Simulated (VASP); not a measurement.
# Cd (a cell with a defect) in VASP: single point with PBE

Aim: the single point of Cd (a cell with a defect) with PBE.

Everything below comes from runs of VASP 6.6.1. Logs are shortened: lines on timing, memory, paths and dates and some standing lists are left out, and cuts for length are marked.

## Step 1: The cell of the first run

The cell holds a defect, 17 atoms: a = 9.044 Å, b = 9.044 Å, c = 5.685 Å, α = 90.00°, β = 90.00°, γ = 60.00°.

## Step 2: Single point, PBE

The input, INCAR:

```
ALGO = Normal ; EDIFF = 1E-6
ENCUT = 520 ; GGA = PE
ISIF = 2 ; ISMEAR = -1
LASPH = True ; LCHARG = False
LREAL = Auto ; LWAVE = False
NBANDS = 116 ; NELM = 100
PREC = Accurate ; SIGMA = 0.05
```

The input, KPOINTS:

```
k-points
0
Gamma
  2 2 3
```

The input, POSCAR:

```
Cd
1.0
    4.5221458200      7.8325863200      0.0000000000
   -4.5221458200      7.8325863200      0.0000000000
    0.0000000000      0.0000000000      5.6854730000
Cd
17
Direct
    0.1174641990      0.1012721073      0.3076424776
    0.1673458724      0.3342230653      1.0006015331
    0.2179049404      0.5672138886      0.6944043178
    0.1157864752      0.7633854507      0.2281465412
    0.2194039582      0.9050779996      0.7737852242
    0.4509641403      0.1012224330      0.3065326315
    0.5404919983      0.2319619209      0.7590328896
    0.4383887593      0.4364341562      0.2422247014
    0.5558660275      0.5577082944      0.7538795805
    0.4494508722      0.7706085832      0.2526950704
    0.5448656330      0.9049847147      0.7728014890
    0.7795145744      0.1106113323      0.2472397635
    0.8966734485      0.2320327846      0.7591283962
    0.7945366091      0.4363068960      0.2419596399
    0.8844944991      0.5671071221      0.6934582224
    0.7904172565      0.7632520556      0.2271738869
    0.8857627196      0.8978414986      0.7483111783
```

Potentials or basis: VASP PAW PBE potentials, release 64 (Cd).

On the command line:

```console
cat potpaw_PBE.64/Cd/POTCAR > POTCAR
mpirun -np 1 vasp_std > vasp.out
```

OUTCAR:

```text
EDIFF = 1E-6
   ENCUT = 520
   GGA = PE
   ISIF = 2
   ISMEAR = -1
   LASPH = True
   LREAL = Auto
   NELM = 100
   PREC = Accurate

 ion  position               nearest neighbor table
   1  0.117  0.101  0.308-   2 2.94  14 3.00  10 3.01   6 3.02  12 3.03   5 3.06   4 3.10  13 3.10
                             5 3.40  13 3.57
   2  0.167  0.334  0.001-   1 2.94   6 2.94  15 2.94   3 2.94  14 3.32  13 3.32   7 3.32   8 3.32

   3  0.218  0.567  0.694-   2 2.94   7 3.00  17 3.01  15 3.02   9 3.03   4 3.06   5 3.10   8 3.10
                             4 3.40   8 3.57
   4  0.116  0.763  0.228-   8 2.94  16 2.94  10 3.05   3 3.06  12 3.09   1 3.10   5 3.22  17 3.27
                             3 3.40  17 3.47   5 3.65
   5  0.219  0.905  0.774-  13 2.94  11 2.94  17 3.05   1 3.06   3 3.10   9 3.10   4 3.22  10 3.27
                             1 3.40  10 3.47   4 3.65
   6  0.451  0.101  0.307-   2 2.94   8 3.00  10 3.01   1 3.02  12 3.03  11 3.06  16 3.10   7 3.10
                            11 3.40   7 3.56
   7  0.540  0.232  0.759-  11 2.94   3 3.00   9 3.02  17 3.07   6 3.10   8 3.18  13 3.22   2 3.32
                             8 3.35  12 3.35  12 3.46   6 3.56
   8  0.438  0.436  0.242-   4 2.94   6 3.00  12 3.02  10 3.07   3 3.10   7 3.18  14 3.22   2 3.32
                             7 3.35   9 3.35   9 3.46   3 3.57
   9  0.556  0.558  0.754-  13 3.02   7 3.02   3 3.03  15 3.04  11 3.09   5 3.10  10 3.29  10 3.30
                            14 3.35   8 3.35   8 3.46  14 3.46
  10  0.449  0.771  0.253-   6 3.01   1 3.01   4 3.05  16 3.05  14 3.07   8 3.07   5 3.27  11 3.27
                             9 3.29   9 3.30  11 3.47   5 3.47
  11  0.545  0.905  0.773-   7 2.94   5 2.94  17 3.05   6 3.06   9 3.09  15 3.10  16 3.23  10 3.27
                             6 3.40  10 3.47  16 3.65
  12  0.780  0.111  0.247-  14 3.02   8 3.02   6 3.03   1 3.03   4 3.09  16 3.10  17 3.29  17 3.30
                            13 3.35   7 3.35  13 3.46   7 3.46
  13  0.897  0.232  0.759-   5 2.94  15 3.00   9 3.02  17 3.07   1 3.10  14 3.18   7 3.22   2 3.32
                            12 3.35  14 3.35  12 3.46   1 3.57
  14  0.795  0.436  0.242-  16 2.94   1 3.00  12 3.02  10 3.07  15 3.10  13 3.18   8 3.22   2 3.32
                             9 3.35  13 3.35   9 3.46  15 3.57
  15  0.884  0.567  0.693-   2 2.94  13 3.00  17 3.01   3 3.02   9 3.04  16 3.06  11 3.10  14 3.10
                            16 3.40  14 3.57
  16  0.790  0.763  0.227-  14 2.94   4 2.94  10 3.05  15 3.06  12 3.10   6 3.10  11 3.23  17 3.27
                            15 3.40  17 3.47  11 3.65
  17  0.886  0.898  0.748-   3 3.01  15 3.01   5 3.05  11 3.05  13 3.07   7 3.07  16 3.27   4 3.27
                            12 3.29  12 3.30   4 3.47  16 3.47

  LATTYP: Found a hexagonal cell.
 ALAT       =     9.0442916405
 C/A-ratio  =     0.6286255714

  Lattice vectors:

 A1 = (   4.5221458200,  -7.8325863200,   0.0000000000)
 A2 = (   4.5221458200,   7.8325863200,   0.0000000000)
 A3 = (   0.0000000000,   0.0000000000,   5.6854730000)

Analysis of symmetry for initial positions (statically):
=====================================================================
 Subroutine PRICEL returns:
 Original cell was already a primitive cell.

 Routine SETGRP: Setting up the symmetry group for a
 hexagonal supercell.

 Subroutine GETGRP returns: Found  1 space group operations
 (whereof  1 operations were pure point group operations)
 out of a pool of 24 trial point group operations.

The static configuration has the point symmetry C_1 .

Analysis of symmetry for dynamics (positions and initial velocities):
=====================================================================
 Subroutine PRICEL returns:
 Original cell was already a primitive cell.

 Routine SETGRP: Setting up the symmetry group for a
 hexagonal supercell.

 Subroutine GETGRP returns: Found  1 space group operations
 (whereof  1 operations were pure point group operations)
 out of a pool of 24 trial point group operations.

The dynamic configuration has the point symmetry C_1 .

 Subroutine INISYM returns: Found  1 space group operations
 (whereof  1 operations are pure point group operations),
 and found     1 'primitive' translations

----------------------------------------------------------------------------------------

                                     Primitive cell

  volume of cell :     402.7600

  direct lattice vectors                    reciprocal lattice vectors
     4.522145820  7.832586320  0.000000000     0.110566979  0.063835875  0.000000000
    -4.522145820  7.832586320  0.000000000    -0.110566979  0.063835875  0.000000000
     0.000000000  0.000000000  5.685473000     0.000000000  0.000000000  0.175886861

  length of vectors
[... 52 lines left out ...]
     0.055283489  0.031917937  0.000000000     0.500000000  0.000000000  0.000000000
    -0.055283489  0.031917937  0.000000000     0.000000000  0.500000000  0.000000000
     0.000000000  0.000000000  0.058628954     0.000000000  0.000000000  0.333333333

  Length of vectors
     0.063835875  0.063835875  0.058628954

  Shift w.r.t. Gamma in fractional coordinates (k-lattice)
     0.000000000  0.000000000  0.000000000

 Subroutine IBZKPT returns following result:
 ===========================================

 Found      8 irreducible k-points:

 Following reciprocal coordinates:
            Coordinates               Weight
  0.000000  0.000000  0.000000      1.000000
  0.500000  0.000000  0.000000      1.000000
  0.500000  0.500000  0.000000      1.000000
  0.000000  0.500000  0.000000      1.000000
  0.000000  0.000000  0.333333      2.000000
  0.500000  0.000000  0.333333      2.000000
  0.500000  0.500000  0.333333      2.000000
  0.000000  0.500000  0.333333      2.000000
   k-points           NKPTS =      8   k-points in BZ     NKDIM =      8   number of bands    NBANDS=    116
   number of dos      NEDOS =    301   number of ions     NIONS =     17
   total plane-waves  NPLWV = 205800
   dimension x,y,z NGX =    70 NGY =   70 NGZ =   42
   dimension x,y,z NGXF=   140 NGYF=  140 NGZF=   84
   ions per type =              17
   NGX,Y,Z   is equivalent  to a cutoff of  12.87, 12.87, 12.28 a.u.
   NGXF,Y,Z  is equivalent  to a cutoff of  25.73, 25.73, 24.56 a.u.
 SYSTEM =  unknown system
   PREC   = accura    normal or accurate (medium, high low for compatibility)
   ISTART =      0    job   : 0-new  1-cont  2-samecut
   ICHARG =      2    charge: 1-file 2-atom 10-const
   ISPIN  =      1    spin polarized calculation?
   LNONCOLLINEAR =      F non collinear calculations
   LSORBIT =      F    spin-orbit coupling
   LASPH  =      T    aspherical Exc in radial PAW
   ENCUT  =  520.0 eV  38.22 Ry    6.18 a.u.  16.82 16.82 10.57*2*pi/ulx,y,z
   NELM   =    100;   NELMIN=  2; NELMDL= -5     # of ELM steps
   EDIFF  = 0.1E-05   stopping-criterion for ELM
   LREAL  =      T    real-space projection
   EDIFFG = 0.1E-04   stopping-criterion for IOM
   NSW    =      0    number of steps for IOM
   IBRION =     -1    ionic relax: 0-MD 1-quasi-New 2-CG
   NFREE  =      0    steps in history (QN), initial steepest desc. (CG)
   ISIF   =      2    stress and relaxation
   ISYM   =      2    0-nonsym 1-usesym 2-fastsym
   POTIM  = 0.5000    time-step for ionic-motion
   TEBEG  =    0.0;   TEEND  =   0.0 temperature during run
   PSTRESS=    0.0 pullay stress
   NELECT =     204.0000    total number of electrons
   NUPDOWN=      -1.0000    fix difference up-down
   EMIN   =  10.00;   EMAX   =-10.00  energy-range for DOS
   EFERMI =   0.00;   METHOD = LEGACY
   ISMEAR =    -1;   SIGMA  =   0.05  broadening in eV -4-tet -1-fermi 0-gaus
   EFERMI_NEDOS =   21; number of points for ismear=-14 and -15
   IALGO  =     38    algorithm
   IMIX   =      4    mixing-type and parameters
     AMIX     =   0.40;   BMIX     =  1.00
     AMIX_MAG =   1.60;   BMIX_MAG =  1.00
  volume/ion in A,a.u.               =      23.69       159.88
  Fermi-wavevector in a.u.,A,eV,Ry     =   1.304977  2.466048 23.170236  1.702964
  Thomas-Fermi vector in A             =   2.435877
   LORBIT       =      0    0 simple, 1 ext, 2 COOP (PROOUT), +10 PAW based schemes
   GGA     = PE    functional components
   LHFCALC =     F    Hartree Fock is set to
   AEXX    =    0.0000 exact exchange contribution
   IVDW    =     0    specifies the selected vdW correction
   LEPSILON=     F    determine dielectric tensor
   LRPA    =     F    only Hartree local field effects (RPA)
 non-spin polarized calculation
  energy-cutoff  :      520.00
  volume of cell :      402.76
 maximum number of plane-waves:     10866
 NGX is ok and might be reduce to    70
   NGX = 33   NGY = 33   NGZ = 21

 number of electron     203.9999989 magnetization

 Free energy of the ion-electron system (eV)
  ---------------------------------------------------
  ext. energy  EPLUGINS =         0.00000000
  ---------------------------------------------------
  free energy    TOTEN  =       -12.97782140 eV

  energy without entropy =      -12.95662909  energy(sigma->0) =      -12.96722525

 E-fermi :   2.3958     XC(G=0): -10.5078

 val. band max:        2.2077521777   @ k =   0.0000   0.0000   0.0000
 cond. band min:       2.4007583257   @ k =   0.0000   0.0000   0.0000
 fundamental gap:      0.1930061480
 Fermi energy:         2.3957524317

 k-point     1 :       0.0000    0.0000    0.0000
  band No.  band energies     occupation
      1      -7.3456      2.00000
      2      -7.3420      2.00000
      3      -7.3411      2.00000
      4      -7.3190      2.00000
      5      -7.2463      2.00000
      6      -7.1920      2.00000
[... 925 lines left out ...]
    113       5.4763      0.00000
    114       5.5404      0.00000
 [bands above 114 left out]

------------------------ aborting loop because EDIFF is reached ----------------------------------------

  FORCE on cell =-STRESS in cart. coord.  units (eV):
  Direction    XX          YY          ZZ          XY          YZ          ZX
  --------------------------------------------------------------------------------------
  -------------------------------------------------------------------------------------
  Total       -1.7387900     -2.0590645      6.2484005     -0.2740004     -0.2128882      0.3687526
  in kB       -6.9168978     -8.1909482     24.8561061     -1.0899722     -0.8468681      1.4668960
  external PRESSURE =       3.2494200 kB  Pullay stress =       0.0000000 kB

 VOLUME and BASIS-vectors are now :
 -----------------------------------------------------------------------------
  energy-cutoff  :      520.00
  volume of cell :      402.76
      direct lattice vectors                 reciprocal lattice vectors
     4.522145820  7.832586320  0.000000000     0.110566979  0.063835875  0.000000000
    -4.522145820  7.832586320  0.000000000    -0.110566979  0.063835875  0.000000000
     0.000000000  0.000000000  5.685473000     0.000000000  0.000000000  0.175886861

 POSITION                                       TOTAL-FORCE (eV/Angst)
 -----------------------------------------------------------------------------------
      0.07322      1.71327      1.74909         0.001071      0.001092      0.000055
     -0.75464      3.92858      0.00342        -0.001458      0.001351     -0.001127
     -1.57963      6.14951      3.94802        -0.000352     -0.000765     -0.000820
     -2.92854      6.88619      1.29712        -0.000637     -0.002150      0.001306
     -3.10072      8.80760      4.39933         0.001293      0.001626     -0.000776
      1.58158      4.32505      1.74278         0.001609     -0.001220      0.001377
[... 9 lines left out ...]
      0.12284     12.16925      1.29159         0.001165     -0.000043      0.001976
     -0.05462     13.97023      4.25450        -0.000949     -0.000079     -0.006291
 -----------------------------------------------------------------------------------
    total drift:                                0.000575      0.000632      0.000958

  FREE ENERGIE OF THE ION-ELECTRON SYSTEM (eV)
  ---------------------------------------------------
  free  energy   TOTEN  =       -12.9778214026 eV

  energy  without entropy=      -12.9566290930  energy(sigma->0) =      -12.96722525
```

Wall time 5.3 min (1 thread of Intel Xeon Platinum 8488C (Sapphire Rapids), shared host); peak memory 0.59 GiB.

What came out:

```yaml
Free_energy: -12.9778 eV
Pressure: 0.3 GPa
Largest_force: 0.008 eV/Å
Band_gap_on_the_k_mesh: zero (bands 102 and 103 overlap by 1.34 eV)
```

Forces in eV/Å, atoms in the order of the input:
```
Cd   0.001  0.001  0.000
Cd  -0.001  0.001 -0.001
Cd   0.000 -0.001 -0.001
Cd  -0.001 -0.002  0.001
Cd   0.001  0.002 -0.001
Cd   0.002 -0.001  0.001
Cd   0.004 -0.001  0.004
Cd  -0.004  0.003 -0.005
Cd  -0.004  0.004 -0.001
Cd   0.002  0.001  0.008
Cd   0.000 -0.001 -0.001
Cd   0.005 -0.004  0.002
Cd   0.002 -0.004  0.004
Cd  -0.006  0.003 -0.005
Cd  -0.001  0.000 -0.001
Cd   0.001  0.000  0.002
Cd  -0.001  0.000 -0.006
```

Stress tensor (GPa, compression positive):
```
-0.69 -0.11  0.15
-0.11 -0.82 -0.08
 0.15 -0.08  2.49
```

Levels at points of the mesh, in eV from the Fermi level:
| k point | band 98 | band 99 | band 100 | band 101 | band 102 | band 103 | band 104 | band 105 | band 106 | band 107 |
| --- | --- | --- | --- | --- | --- | --- | --- | --- | --- | --- |
| (0.00, 0.00, 0.00) | -0.64 | -0.53 | -0.45 | -0.19 | 0.01 | 0.12 | 0.18 | 0.44 | 0.48 | 0.59 |
| (0.50, 0.00, 0.00) | -1.81 | -1.56 | -1.16 | -1.10 | -0.26 | 0.08 | 0.65 | 0.78 | 0.90 | 1.15 |
| (0.50, 0.50, 0.00) | -1.81 | -1.56 | -1.16 | -1.10 | -0.26 | 0.08 | 0.65 | 0.78 | 0.90 | 1.15 |
| (0.00, 0.50, 0.00) | -1.71 | -1.49 | -1.28 | -0.76 | -0.52 | 0.10 | 0.83 | 0.96 | 0.97 | 1.05 |

Caveat: the k points lie up to 0.40 Å⁻¹ apart, too coarse for converged energies and pressures of a metal.

The gap in the log of VASP goes by the Fermi energy; the results here count the filled bands.